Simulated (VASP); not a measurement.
# ScSi2 (Fm-3m) in VASP: single point with PBE

Aim: the single point of ScSi2 with PBE.

All numbers are computed with VASP 6.6.1; they aren't measurements. Logs are shortened: lines on timing, memory, paths and dates and some standing lists are left out, and cuts for length are marked.

**1. The cell of the first run**

It takes space group Fm-3m (No. 225, cubic). The conventional cell has a = 6.230 Å, b = 6.230 Å, c = 6.230 Å, α = 90.00°, β = 90.00°, γ = 90.00°. Sc (site symmetry m-3m) has 8 Si at 2.70 Å within 3.6 Å. Within 3.6 Å of Si (site symmetry -43m) lie 4 Sc at 2.70 Å and 6 Si at 3.11 Å.

**2. Single point, PBE**

File POSCAR:

```
ScSi2
1.0
    0.0000000000      3.1148846708      3.1148846708
    3.1148846708      0.0000000000      3.1148846708
    3.1148846708      3.1148846708      0.0000000000
Sc Si
1 2
Direct
    0.0000000000      0.0000000000      0.0000000000
    0.2500000000      0.2500000000      0.2500000000
    0.7500000000      0.7500000000      0.7500000000
```

File INCAR.step1:

```
SYSTEM = ScSi2
ALGO = Normal ; EDIFF = 1E-7
ENCUT = 520 ; GGA = PE
ISIF = 2 ; ISMEAR = 0
LASPH = .True. ; LCHARG = .True.
LMAXMIX = 4 ; LREAL = .False.
LWAVE = .False. ; NBANDS = 16
NELM = 100 ; PREC = Accurate
SIGMA = 0.1
```

File KPOINTS.step1:

```
k-points
0
Gamma
  14 14 14
  0 0 0
```

File INCAR.step2:

```
SYSTEM = ScSi2
ALGO = Normal ; EDIFF = 1E-7
ENCUT = 520 ; GGA = PE
ICHARG = 11 ; ISIF = 2
ISMEAR = -5 ; LASPH = .True.
LCHARG = .False. ; LMAXMIX = 4
LORBIT = 11 ; LREAL = .False.
LWAVE = .False. ; NEDOS = 2001
NELM = 100 ; PREC = Accurate
SIGMA = 0.1
```

File KPOINTS.step2:

```
k-points
0
Gamma
  21 21 21
  0 0 0
```

Potentials or basis: VASP PAW PBE potentials, release 64 (Sc_sv, Si).

Run with:

```sh
$ cat potpaw_PBE.64/Sc_sv/POTCAR potpaw_PBE.64/Si/POTCAR > POTCAR
$ cp INCAR.step1 INCAR
$ cp KPOINTS.step1 KPOINTS
$ mpirun -np 1 vasp_std > vasp.out
$ cp INCAR.step2 INCAR
$ cp KPOINTS.step2 KPOINTS
$ mpirun -np 1 vasp_std > vasp.out
```

OUTCAR:

```text
SYSTEM = ScSi2
   EDIFF = 1E-7
   ENCUT = 520
   GGA = PE
   ICHARG = 11
   ISIF = 2
   ISMEAR = -5
   LASPH = .True.
   LORBIT = 11
   LREAL = .False.
   NELM = 100
   PREC = Accurate

 ion  position               nearest neighbor table
   1  0.000  0.000  0.000-   3 2.70   3 2.70   3 2.70   2 2.70   2 2.70   2 2.70   3 2.70   2 2.70

   2  0.250  0.250  0.250-   1 2.70   1 2.70   1 2.70   1 2.70   3 3.11   3 3.11   3 3.11   3 3.11
                             3 3.11   3 3.11
   3  0.750  0.750  0.750-   1 2.70   1 2.70   1 2.70   1 2.70   2 3.11   2 3.11   2 3.11   2 3.11
                             2 3.11   2 3.11

  LATTYP: Found a face centered cubic cell.
 ALAT       =     6.2297693416

  Lattice vectors:

 A1 = (   0.0000000000,   3.1148846708,   3.1148846708)
 A2 = (   3.1148846708,   0.0000000000,   3.1148846708)
 A3 = (   3.1148846708,   3.1148846708,   0.0000000000)

Analysis of symmetry for initial positions (statically):
=====================================================================
 Subroutine PRICEL returns:
 Original cell was already a primitive cell.

 Routine SETGRP: Setting up the symmetry group for a
 face centered cubic supercell.

 Subroutine GETGRP returns: Found 48 space group operations
 (whereof 48 operations were pure point group operations)
 out of a pool of 48 trial point group operations.

The static configuration has the point symmetry O_h .

Analysis of symmetry for dynamics (positions and initial velocities):
=====================================================================
 Subroutine PRICEL returns:
 Original cell was already a primitive cell.

 Routine SETGRP: Setting up the symmetry group for a
 face centered cubic supercell.

 Subroutine GETGRP returns: Found 48 space group operations
 (whereof 48 operations were pure point group operations)
 out of a pool of 48 trial point group operations.

The dynamic configuration has the point symmetry O_h .

 Subroutine INISYM returns: Found 48 space group operations
 (whereof 48 operations are pure point group operations),
 and found     1 'primitive' translations

----------------------------------------------------------------------------------------

                                     Primitive cell

  volume of cell :      60.4444

  direct lattice vectors                    reciprocal lattice vectors
     0.000000000  3.114884671  3.114884671    -0.160519587  0.160519587  0.160519587
     3.114884671  0.000000000  3.114884671     0.160519587 -0.160519587  0.160519587
     3.114884671  3.114884671  0.000000000     0.160519587  0.160519587 -0.160519587

  length of vectors
     4.405112147  4.405112147  4.405112147     0.278028080  0.278028080  0.278028080

  position of ions in fractional coordinates (direct lattice)
     0.000000000  0.000000000  0.000000000
     0.250000000  0.250000000  0.250000000
     0.750000000  0.750000000  0.750000000

  ion indices of the primitive-cell ions
   primitive index   ion index
                 1           1
                 2           2
                 3           3

----------------------------------------------------------------------------------------

 KPOINTS: k-points

Automatic generation of k-mesh.
 Grid dimensions read from file:
 generate k-points for:   21   21   21

 Generating k-lattice:

  Cartesian coordinates                     Fractional coordinates (reciprocal lattice)
    -0.007643790  0.007643790  0.007643790     0.047619048  0.000000000  0.000000000
     0.007643790 -0.007643790  0.007643790     0.000000000  0.047619048  0.000000000
     0.007643790  0.007643790 -0.007643790     0.000000000  0.000000000  0.047619048

  Length of vectors
     0.013239432  0.013239432  0.013239432

  Shift w.r.t. Gamma in fractional coordinates (k-lattice)
     0.000000000  0.000000000  0.000000000

 TETIRR: Found   1276 inequivalent tetrahedra from    55566

 Subroutine IBZKPT returns following result:
 ===========================================

 Found    286 irreducible k-points:

 Following reciprocal coordinates:
            Coordinates               Weight
  0.000000  0.000000  0.000000      1.000000
  0.047619  0.000000  0.000000      8.000000
  0.095238  0.000000  0.000000      8.000000
  0.142857  0.000000  0.000000      8.000000
  0.190476  0.000000  0.000000      8.000000
  0.238095  0.000000  0.000000      8.000000
[... 16 lines left out ...]
 -0.428571  0.047619  0.000000     24.000000
 -0.380952  0.047619  0.000000     24.000000
 [... further k-points ...]
   k-points           NKPTS =    286   k-points in BZ     NKDIM =    286   number of bands    NBANDS=     13
   number of dos      NEDOS =   2001   number of ions     NIONS =      3
   total plane-waves  NPLWV =  46656
   dimension x,y,z NGX =    36 NGY =   36 NGZ =   36
   dimension x,y,z NGXF=    72 NGYF=   72 NGZF=   72
   ions per type =               1   2
   NGX,Y,Z   is equivalent  to a cutoff of  13.59, 13.59, 13.59 a.u.
   NGXF,Y,Z  is equivalent  to a cutoff of  27.17, 27.17, 27.17 a.u.
 SYSTEM =  ScSi2
   PREC   = accura    normal or accurate (medium, high low for compatibility)
   ISTART =      0    job   : 0-new  1-cont  2-samecut
   ICHARG =     11    charge: 1-file 2-atom 10-const
   ISPIN  =      1    spin polarized calculation?
   LNONCOLLINEAR =      F non collinear calculations
   LSORBIT =      F    spin-orbit coupling
   LASPH  =      T    aspherical Exc in radial PAW
   ENCUT  =  520.0 eV  38.22 Ry    6.18 a.u.   8.19  8.19  8.19*2*pi/ulx,y,z
   NELM   =    100;   NELMIN=  2; NELMDL=  0     # of ELM steps
   EDIFF  = 0.1E-06   stopping-criterion for ELM
   LREAL  =      F    real-space projection
   EDIFFG = 0.1E-05   stopping-criterion for IOM
   NSW    =      0    number of steps for IOM
   IBRION =     -1    ionic relax: 0-MD 1-quasi-New 2-CG
   NFREE  =      0    steps in history (QN), initial steepest desc. (CG)
   ISIF   =      2    stress and relaxation
   ISYM   =      2    0-nonsym 1-usesym 2-fastsym
   POTIM  = 0.5000    time-step for ionic-motion
   TEBEG  =    0.0;   TEEND  =   0.0 temperature during run
   PSTRESS=    0.0 pullay stress
   NELECT =      19.0000    total number of electrons
   NUPDOWN=      -1.0000    fix difference up-down
   EMIN   =  10.00;   EMAX   =-10.00  energy-range for DOS
   EFERMI =   0.00;   METHOD = LEGACY
   ISMEAR =    -5;   SIGMA  =   0.10  broadening in eV -4-tet -1-fermi 0-gaus
   EFERMI_NEDOS =   21; number of points for ismear=-14 and -15
   IALGO  =     38    algorithm
   IMIX   =      4    mixing-type and parameters
     AMIX     =   0.40;   BMIX     =  1.00
     AMIX_MAG =   1.60;   BMIX_MAG =  1.00
  volume/ion in A,a.u.               =      20.15       135.97
  Fermi-wavevector in a.u.,A,eV,Ry     =   1.113117  2.103486 16.858012  1.239029
  Thomas-Fermi vector in A             =   2.249698
   LORBIT       =     11    0 simple, 1 ext, 2 COOP (PROOUT), +10 PAW based schemes
   GGA     = PE    functional components
   LHFCALC =     F    Hartree Fock is set to
   AEXX    =    0.0000 exact exchange contribution
   IVDW    =     0    specifies the selected vdW correction
   LEPSILON=     F    determine dielectric tensor
   LRPA    =     F    only Hartree local field effects (RPA)
 non-spin polarized calculation
 Fermi weights with tetrahedron method with Bloechl corrections
  energy-cutoff  :      520.00
  volume of cell :       60.44
 maximum number of plane-waves:      1647
 NGX is ok and might be reduce to    36

 number of electron      18.9999999 magnetization

 Free energy of the ion-electron system (eV)
  ---------------------------------------------------
  ext. energy  EPLUGINS =         0.00000000
  ---------------------------------------------------
  free energy    TOTEN  =       -16.80625823 eV

  energy without entropy =      -16.80625823  energy(sigma->0) =      -16.80625823

 E-fermi :   5.5989     XC(G=0):  -9.9471

 val. band max:        5.6505398196   @ k =   0.4762   0.0952   0.0000
 cond. band min:       5.5008006056   @ k =   0.3810   0.0000   0.0000
 fundamental gap:     -0.1497392140
 Fermi energy:         5.5989329484

 k-point     1 :       0.0000    0.0000    0.0000
  band No.  band energies     occupation
      1     -43.6174      2.00000
      2     -22.3159      2.00000
      3     -22.3159      2.00000
      4     -22.3159      2.00000
      5      -4.7169      2.00000
      6       2.4687      2.00000
      7       2.9109      2.00000
      8       2.9109      2.00000
      9       2.9109      2.00000
     10       6.6470      0.00000
     11       6.6470      0.00000
     12       8.8740      0.00000
     13       8.8741      0.00000

 k-point     2 :       0.0476    0.0000    0.0000
  band No.  band energies     occupation
      1     -43.6174      2.00000
      2     -22.3166      2.00000
      3     -22.3161      2.00000
      4     -22.3161      2.00000
      5      -4.6915      2.00000
      6       2.1030      2.00000
      7       2.9244      2.00000
      8       2.9244      2.00000
      9       3.2897      2.00000
     10       6.5894      0.00000
     11       6.5894      0.00000
     12       8.7745      0.00000
     13       8.8926      0.00000
[... 321 lines left out ...]
 k-point    23 :      -0.4286    0.0476    0.0000
  band No.  band energies     occupation
      1     -43.6161      2.00000
      2     -22.3454      2.00000
      3     -22.3210      2.00000
      4     -22.3204      2.00000
      5      -2.7628      2.00000
      6      -1.7013      2.00000
      7       3.4376      2.00000
      8       3.6416      2.00000
      9       4.9786      2.00000
     10       5.2977      2.01976
     11       5.8331     -0.07120
     12       6.4482      0.00000
     13       7.2556      0.00000

 k-point    24 :      -0.3810    0.0476    0.0000
  band No.  band energies     occupation
      1     -43.6162      2.00000
      2     -22.3433      2.00000
      3     -22.3207      2.00000
      4     -22.3199      2.00000
      5      -3.0997      2.00000
      6      -1.3120      2.00000
      7       3.3610      2.00000
      8       3.6248      2.00000
      9       5.1607      2.00000
     10       5.2457      2.18402
     11       5.8946     -0.08980
     12       6.4532      0.00000
     13       7.3447      0.00000

 [... further k-points ...]

------------------------ aborting loop because EDIFF is reached ----------------------------------------

  FORCE on cell =-STRESS in cart. coord.  units (eV):
  Direction    XX          YY          ZZ          XY          YZ          ZX
  --------------------------------------------------------------------------------------
  -------------------------------------------------------------------------------------
  Total        0.0140910      0.0140910      0.0140910      0.0000000      0.0000000     -0.0000000
  in kB        0.3735059      0.3735059      0.3735059      0.0000000      0.0000000     -0.0000000
  external PRESSURE =       0.3735059 kB  Pullay stress =       0.0000000 kB

 VOLUME and BASIS-vectors are now :
 -----------------------------------------------------------------------------
  energy-cutoff  :      520.00
  volume of cell :       60.44
      direct lattice vectors                 reciprocal lattice vectors
     0.000000000  3.114884671  3.114884671    -0.160519587  0.160519587  0.160519587
     3.114884671  0.000000000  3.114884671     0.160519587 -0.160519587  0.160519587
     3.114884671  3.114884671  0.000000000     0.160519587  0.160519587 -0.160519587

 POSITION                                       TOTAL-FORCE (eV/Angst)
 -----------------------------------------------------------------------------------
      0.00000      0.00000      0.00000        -0.000000     -0.000000      0.000000
      1.55744      1.55744      1.55744         0.000000     -0.000000     -0.000000
      4.67233      4.67233      4.67233         0.000000      0.000000      0.000000
 -----------------------------------------------------------------------------------
    total drift:                               -0.000000      0.000000      0.000000

  FREE ENERGIE OF THE ION-ELECTRON SYSTEM (eV)
  ---------------------------------------------------
  free  energy   TOTEN  =       -16.8062582300 eV

  energy  without entropy=      -16.8062582300  energy(sigma->0) =      -16.80625823

 total charge

# of ion       s       p       d       tot
------------------------------------------
    1        2.237   6.167   1.216   9.620
    2        0.821   0.780   0.000   1.601
    3        0.821   0.780   0.000   1.601
--------------------------------------------------
tot          3.879   7.726   1.216  12.821
```

Run time: 9.8 min. Hardware: 1 thread of Oxide Virtual Turin-like, shared host; peak memory 0.35 GiB.

Results:

```yaml
Valence_electrons_inside_the_program's_atomic_spheres: Sc 9.62; Si 1.60
```

Levels at points of the mesh, in eV from the Fermi level:
```csv
k point,band 6,band 7,band 8,band 9,band 10,band 11,band 12,band 13
"(0.00, 0.00, 0.00)",-3.13,-2.69,-2.69,-2.69,1.05,1.05,3.28,3.28
```
